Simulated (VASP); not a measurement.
# Al2O3 (R-3c) in VASP: notebook

Runs on Al2O3. Level: PBE. Tasks: single point.

Program: VASP 6.6.1. These are calculated values, not measurements. Logs are shortened: lines on timing, memory, paths and dates and some standing lists are left out, and cuts for length are marked.

## (1) The cell of the first run

It takes space group R-3c (No. 167, trigonal). The conventional cell has a = 4.760 Å, b = 4.760 Å, c = 13.385 Å, α = 90.00°, β = 90.00°, γ = 120.00°. Al (site symmetry 3) has 6 O at 1.87 to 1.99 Å within 2.5 Å. Within 2.9 Å of O (site symmetry 2) lie 4 Al at 1.87 to 1.99 Å and 12 O at 2.53 to 2.86 Å.

## (2) Single point, PBE (z stretched by +3 %, then relaxed in part)

File INCAR:

```
PREC = Accurate ; ENCUT = 520
EDIFF = 1E-7 ; ISMEAR = -1
SIGMA = 0.02 ; LREAL = False
LASPH = True ; NELM = 100
ALGO = Normal ; ISIF = 2
LWAVE = False ; LCHARG = False
GGA = PE ; NBANDS = 35
```

File KPOINTS:

```
Automatic mesh
0
Gamma
  8 8 8
```

File POSCAR:

```
Al2O3
1.0
    2.3802500000      1.3742379782      4.4618226667
   -2.3802500000      1.3742379782      4.4618226667
    0.0000000000     -2.7484759565      4.4618226667
Al O
4 6
Direct
    0.3512315734      0.3512315734      0.3512315734
    0.1487684266      0.1487684266      0.1487684266
    0.6487684266      0.6487684266      0.6487684266
    0.8512315734      0.8512315734      0.8512315734
    0.5570250238      0.9429749762      0.2500000000
    0.2500000000      0.5570250238      0.9429749762
    0.9429749762      0.2500000000      0.5570250238
    0.4429749762      0.0570250238      0.7500000000
    0.7500000000      0.4429749762      0.0570250238
    0.0570250238      0.7500000000      0.4429749762
```

Potentials or basis: VASP PAW PBE potentials, release 64 (Al, O).

Command:

```console
cat potpaw_PBE.64/Al/POTCAR potpaw_PBE.64/O/POTCAR > POTCAR
mpirun -np 1 vasp_std > vasp.out
```

OUTCAR:

```text
PREC = Accurate
   ENCUT = 520
   EDIFF = 1E-7
   ISMEAR = -1
   LREAL = False
   LASPH = True
   NELM = 100
   ISIF = 2
   GGA = PE

 ion  position               nearest neighbor table
   1  0.351  0.351  0.351-   9 1.87  10 1.87   8 1.87   7 1.99   5 1.99   6 1.99   2 2.71   3 2.79
                             3 2.79   3 2.79   2 3.26   2 3.26   2 3.26
   2  0.149  0.149  0.149-  10 1.87   9 1.87   8 1.87   6 1.99   5 1.99   7 1.99   1 2.71   4 2.79
                             4 2.79   4 2.79   1 3.26   1 3.26   1 3.26
   3  0.649  0.649  0.649-   6 1.87   7 1.87   5 1.87  10 1.99   8 1.99   9 1.99   4 2.71   1 2.79
                             1 2.79   1 2.79   4 3.26   4 3.26   4 3.26
   4  0.851  0.851  0.851-   7 1.87   6 1.87   5 1.87   9 1.99   8 1.99  10 1.99   3 2.71   2 2.79
                             2 2.79   2 2.79   3 3.26   3 3.26   3 3.26
   5  0.557  0.943  0.250-   3 1.87   4 1.87   1 1.99   2 1.99
   6  0.250  0.557  0.943-   3 1.87   4 1.87   2 1.99   1 1.99
   7  0.943  0.250  0.557-   4 1.87   3 1.87   1 1.99   2 1.99
   8  0.443  0.057  0.750-   1 1.87   2 1.87   3 1.99   4 1.99
   9  0.750  0.443  0.057-   1 1.87   2 1.87   4 1.99   3 1.99
  10  0.057  0.750  0.443-   2 1.87   1 1.87   3 1.99   4 1.99

  LATTYP: Found a trigonal (rhomboedric) cell.
 ALAT       =     5.2404180742
 COS(alpha) =     0.5873866536

  Lattice vectors:

 A1 = (   2.3802500000,   1.3742379782,   4.4618226667)
 A2 = (  -2.3802500000,   1.3742379782,   4.4618226667)
 A3 = (   0.0000000000,  -2.7484759565,   4.4618226667)

Analysis of symmetry for initial positions (statically):
=====================================================================
 Subroutine PRICEL returns:
 Original cell was already a primitive cell.

 Routine SETGRP: Setting up the symmetry group for a
 trigonal (rhombohedral) supercell.

 Subroutine GETGRP returns: Found 12 space group operations
 (whereof  6 operations were pure point group operations)
 out of a pool of 12 trial point group operations.

The static configuration has the point symmetry S_6 .
 The point group associated with its full space group is D_3d.

Analysis of symmetry for dynamics (positions and initial velocities):
=====================================================================
 Subroutine PRICEL returns:
 Original cell was already a primitive cell.

 Routine SETGRP: Setting up the symmetry group for a
 trigonal (rhombohedral) supercell.

 Subroutine GETGRP returns: Found 12 space group operations
 (whereof  6 operations were pure point group operations)
 out of a pool of 12 trial point group operations.

The dynamic configuration has the point symmetry S_6 .
 The point group associated with its full space group is D_3d.

 Subroutine INISYM returns: Found 12 space group operations
 (whereof  6 operations are pure point group operations),
 and found     1 'primitive' translations

----------------------------------------------------------------------------------------

                                     Primitive cell

  volume of cell :      87.5685

  direct lattice vectors                    reciprocal lattice vectors
     2.380250000  1.374237978  4.461822667     0.210061968  0.121279334  0.074707885
    -2.380250000  1.374237978  4.461822667    -0.210061968  0.121279334  0.074707885
     0.000000000 -2.748475957  4.461822667     0.000000000 -0.242558668  0.074707885

  length of vectors
     5.240418074  5.240418074  5.240418074     0.253803025  0.253803025  0.253803025

  position of ions in fractional coordinates (direct lattice)
     0.351231573  0.351231573  0.351231573
     0.148768427  0.148768427  0.148768427
     0.648768427  0.648768427  0.648768427
     0.851231573  0.851231573  0.851231573
     0.557025024  0.942974976  0.250000000
     0.250000000  0.557025024  0.942974976
     0.942974976  0.250000000  0.557025024
     0.442974976  0.057025024  0.750000000
     0.750000000  0.442974976  0.057025024
     0.057025024  0.750000000  0.442974976

  ion indices of the primitive-cell ions
   primitive index   ion index
                 1           1
                 2           2
                 3           3
                 4           4
                 5           5
                 6           6
                 7           7
                 8           8
                 9           9
                10          10

----------------------------------------------------------------------------------------

 KPOINTS: Automatic mesh

Automatic generation of k-mesh.
 Grid dimensions read from file:
 generate k-points for:    8    8    8

 Generating k-lattice:

  Cartesian coordinates                     Fractional coordinates (reciprocal lattice)
     0.026257746  0.015159917  0.009338486     0.125000000  0.000000000 -0.000000000
    -0.026257746  0.015159917  0.009338486     0.000000000  0.125000000 -0.000000000
     0.000000000 -0.030319833  0.009338486     0.000000000  0.000000000  0.125000000

  Length of vectors
     0.031725378  0.031725378  0.031725378

  Shift w.r.t. Gamma in fractional coordinates (k-lattice)
     0.000000000  0.000000000  0.000000000

 Subroutine IBZKPT returns following result:
 ===========================================

 Found     65 irreducible k-points:

 Following reciprocal coordinates:
            Coordinates               Weight
  0.000000  0.000000  0.000000      1.000000
  0.125000  0.000000 -0.000000      6.000000
  0.250000  0.000000 -0.000000      6.000000
  0.375000  0.000000 -0.000000      6.000000
  0.500000  0.000000 -0.000000      3.000000
  0.125000  0.125000 -0.000000      6.000000
[... 16 lines left out ...]
  0.250000  0.125000  0.125000      6.000000
  0.375000  0.125000  0.125000      6.000000
 [... further k-points ...]
   k-points           NKPTS =     65   k-points in BZ     NKDIM =     65   number of bands    NBANDS=     35
   number of dos      NEDOS =    301   number of ions     NIONS =     10
   total plane-waves  NPLWV =  64000
   dimension x,y,z NGX =    40 NGY =   40 NGZ =   40
   dimension x,y,z NGXF=    80 NGYF=   80 NGZF=   80
   ions per type =               4   6
   NGX,Y,Z   is equivalent  to a cutoff of  12.69, 12.69, 12.69 a.u.
   NGXF,Y,Z  is equivalent  to a cutoff of  25.38, 25.38, 25.38 a.u.
 SYSTEM =  unknown system
   PREC   = accura    normal or accurate (medium, high low for compatibility)
   ISTART =      0    job   : 0-new  1-cont  2-samecut
   ICHARG =      2    charge: 1-file 2-atom 10-const
   ISPIN  =      1    spin polarized calculation?
   LNONCOLLINEAR =      F non collinear calculations
   LSORBIT =      F    spin-orbit coupling
   LASPH  =      T    aspherical Exc in radial PAW
   ENCUT  =  520.0 eV  38.22 Ry    6.18 a.u.   9.74  9.74  9.74*2*pi/ulx,y,z
   NELM   =    100;   NELMIN=  2; NELMDL= -5     # of ELM steps
   EDIFF  = 0.1E-06   stopping-criterion for ELM
   LREAL  =      F    real-space projection
   EDIFFG = 0.1E-05   stopping-criterion for IOM
   NSW    =      0    number of steps for IOM
   IBRION =     -1    ionic relax: 0-MD 1-quasi-New 2-CG
   NFREE  =      0    steps in history (QN), initial steepest desc. (CG)
   ISIF   =      2    stress and relaxation
   ISYM   =      2    0-nonsym 1-usesym 2-fastsym
   POTIM  = 0.5000    time-step for ionic-motion
   TEBEG  =    0.0;   TEEND  =   0.0 temperature during run
   PSTRESS=    0.0 pullay stress
   NELECT =      48.0000    total number of electrons
   NUPDOWN=      -1.0000    fix difference up-down
   EMIN   =  10.00;   EMAX   =-10.00  energy-range for DOS
   EFERMI =   0.00;   METHOD = LEGACY
   ISMEAR =    -1;   SIGMA  =   0.02  broadening in eV -4-tet -1-fermi 0-gaus
   EFERMI_NEDOS =   21; number of points for ismear=-14 and -15
   IALGO  =     38    algorithm
   IMIX   =      4    mixing-type and parameters
     AMIX     =   0.40;   BMIX     =  1.00
     AMIX_MAG =   1.60;   BMIX_MAG =  1.00
  volume/ion in A,a.u.               =       8.76        59.09
  Fermi-wavevector in a.u.,A,eV,Ry     =   1.339798  2.531850 24.423244  1.795058
  Thomas-Fermi vector in A             =   2.468161
   LORBIT       =      0    0 simple, 1 ext, 2 COOP (PROOUT), +10 PAW based schemes
   GGA     = PE    functional components
   LHFCALC =     F    Hartree Fock is set to
   AEXX    =    0.0000 exact exchange contribution
   IVDW    =     0    specifies the selected vdW correction
   LEPSILON=     F    determine dielectric tensor
   LRPA    =     F    only Hartree local field effects (RPA)
 non-spin polarized calculation
  energy-cutoff  :      520.00
  volume of cell :       87.57
 maximum number of plane-waves:      2383
   NGX = 19   NGY = 19   NGZ = 19

 number of electron      47.9999999 magnetization

 Free energy of the ion-electron system (eV)
  ---------------------------------------------------
  ext. energy  EPLUGINS =         0.00000000
  ---------------------------------------------------
  free energy    TOTEN  =       -74.75217812 eV

  energy without entropy =      -74.75217812  energy(sigma->0) =      -74.75217812

 E-fermi :   6.3544     XC(G=0): -11.5363

 val. band max:        5.8560982562   @ k =   0.0000   0.0000   0.0000
 cond. band min:      11.6703113828   @ k =   0.0000   0.0000   0.0000
 fundamental gap:      5.8142131266
 Fermi energy:         6.3544369728

 k-point     1 :       0.0000    0.0000    0.0000
  band No.  band energies     occupation
      1     -13.2276      2.00000
      2     -11.1224      2.00000
      3     -10.7058      2.00000
      4     -10.7058      2.00000
      5     -10.4212      2.00000
      6     -10.4212      2.00000
[... 27 lines left out ...]
     34      19.0806      0.00000
     35      20.0687      0.00000

 k-point     2 :       0.1250    0.0000   -0.0000
  band No.  band energies     occupation
      1     -13.1483      2.00000
      2     -11.1237      2.00000
      3     -10.7830      2.00000
      4     -10.7244      2.00000
      5     -10.4604      2.00000
      6     -10.4303      2.00000
[... 27 lines left out ...]
     34      18.7987      0.00000
     35      19.9113      0.00000

 k-point     3 :       0.2500    0.0000   -0.0000
  band No.  band energies     occupation
      1     -12.9177      2.00000
      2     -11.2551      2.00000
      3     -10.8726      2.00000
      4     -10.7580      2.00000
      5     -10.5550      2.00000
      6     -10.4718      2.00000
[... 27 lines left out ...]
     34      18.6625      0.00000
     35      19.4599      0.00000

 k-point     4 :       0.3750    0.0000   -0.0000
  band No.  band energies     occupation
      1     -12.5582      2.00000
      2     -11.6405      2.00000
      3     -10.8030      2.00000
      4     -10.7699      2.00000
      5     -10.6598      2.00000
      6     -10.5589      2.00000
[... 27 lines left out ...]
     34      18.8849      0.00000
     35      18.9024      0.00000

 k-point     5 :       0.5000    0.0000   -0.0000
  band No.  band energies     occupation
      1     -12.1107      2.00000
      2     -12.1107      2.00000
      3     -10.7380      2.00000
      4     -10.7380      2.00000
      5     -10.6797      2.00000
      6     -10.6797      2.00000
[... 638 lines left out ...]
 k-point    22 :       0.1250    0.1250    0.1250
  band No.  band energies     occupation
      1     -13.1649      2.00000
      2     -11.2295      2.00000
      3     -10.6972      2.00000
      4     -10.6972      2.00000
      5     -10.4342      2.00000
      6     -10.4342      2.00000
[... 27 lines left out ...]
     34      18.9487      0.00000
     35      19.9943      0.00000

 k-point    23 :       0.2500    0.1250    0.1250
  band No.  band energies     occupation
      1     -13.0458      2.00000
      2     -11.2874      2.00000
      3     -10.8238      2.00000
      4     -10.6612      2.00000
      5     -10.5270      2.00000
      6     -10.4033      2.00000
[... 27 lines left out ...]
     34      18.8138      0.00000
     35      19.8325      0.00000

 k-point    24 :       0.3750    0.1250    0.1250
  band No.  band energies     occupation
      1     -12.7812      2.00000
      2     -11.4027      2.00000
      3     -11.0036      2.00000
      4     -10.6574      2.00000
      5     -10.6568      2.00000
      6     -10.4072      2.00000
[... 27 lines left out ...]
     34      18.8314      0.00000
     35      19.4250      0.00000

 [... further k-points ...]

------------------------ aborting loop because EDIFF is reached ----------------------------------------

  FORCE on cell =-STRESS in cart. coord.  units (eV):
  Direction    XX          YY          ZZ          XY          YZ          ZX
  --------------------------------------------------------------------------------------
  -------------------------------------------------------------------------------------
  Total        2.1272409      2.1272409     -3.9156939      0.0000000      0.0000000     -0.0000000
  in kB       38.9205694     38.9205694    -71.6425846      0.0000000      0.0000000     -0.0000000
  external PRESSURE =       2.0661847 kB  Pullay stress =       0.0000000 kB

 VOLUME and BASIS-vectors are now :
 -----------------------------------------------------------------------------
  energy-cutoff  :      520.00
  volume of cell :       87.57
      direct lattice vectors                 reciprocal lattice vectors
     2.380250000  1.374237978  4.461822667     0.210061968  0.121279334  0.074707885
    -2.380250000  1.374237978  4.461822667    -0.210061968  0.121279334  0.074707885
     0.000000000 -2.748475957  4.461822667     0.000000000 -0.242558668  0.074707885

 POSITION                                       TOTAL-FORCE (eV/Angst)
 -----------------------------------------------------------------------------------
      0.00000     -0.00000      4.70140         0.000000     -0.000000      0.002636
      0.00000     -0.00000      1.99134         0.000000      0.000000     -0.002636
      0.00000     -0.00000      8.68407         0.000000      0.000000     -0.002636
      0.00000     -0.00000     11.39413         0.000000     -0.000000      0.002636
     -0.91866      1.37424      7.80819         0.000607     -0.000000      0.000000
     -0.73080     -1.48270      7.80819        -0.000304      0.000526      0.000000
      1.64945      0.10846      7.80819        -0.000304     -0.000526      0.000000
      0.91866     -1.37424      5.57728        -0.000607     -0.000000      0.000000
      0.73080      1.48270      5.57728         0.000304     -0.000526      0.000000
     -1.64945     -0.10846      5.57728         0.000304      0.000526      0.000000
 -----------------------------------------------------------------------------------
    total drift:                               -0.000000      0.000000     -0.000000

  FREE ENERGIE OF THE ION-ELECTRON SYSTEM (eV)
  ---------------------------------------------------
  free  energy   TOTEN  =       -74.7521781184 eV

  energy  without entropy=      -74.7521781184  energy(sigma->0) =      -74.75217812
```

Wall time 3.4 min (1 thread of Intel Xeon Platinum 8488C (Sapphire Rapids), shared host); peak memory 0.31 GiB.

Results:

```
Free energy            : -74.7522 eV
Pressure               : 0.2 GPa
Band gap on the k mesh : 5.81 eV
```

Forces in eV/Å, atoms in the order of the input:
```
Al   0.000  0.000  0.003
Al   0.000  0.000 -0.003
Al   0.000  0.000 -0.003
Al   0.000  0.000  0.003
O    0.001  0.000  0.000
O    0.000  0.001  0.000
O    0.000 -0.001  0.000
O   -0.001  0.000  0.000
O    0.000 -0.001  0.000
O    0.000  0.001  0.000
```

Stress tensor (GPa, compression positive):
```
 3.89  0.00  0.00
 0.00  3.89  0.00
 0.00  0.00 -7.16
```

Caveat: the cell differs from its parent crystal (z stretched by +3 %, then relaxed in part); the stress differs along the axes, from -7 to 4 GPa.

(Continued in part 2 of 2.)
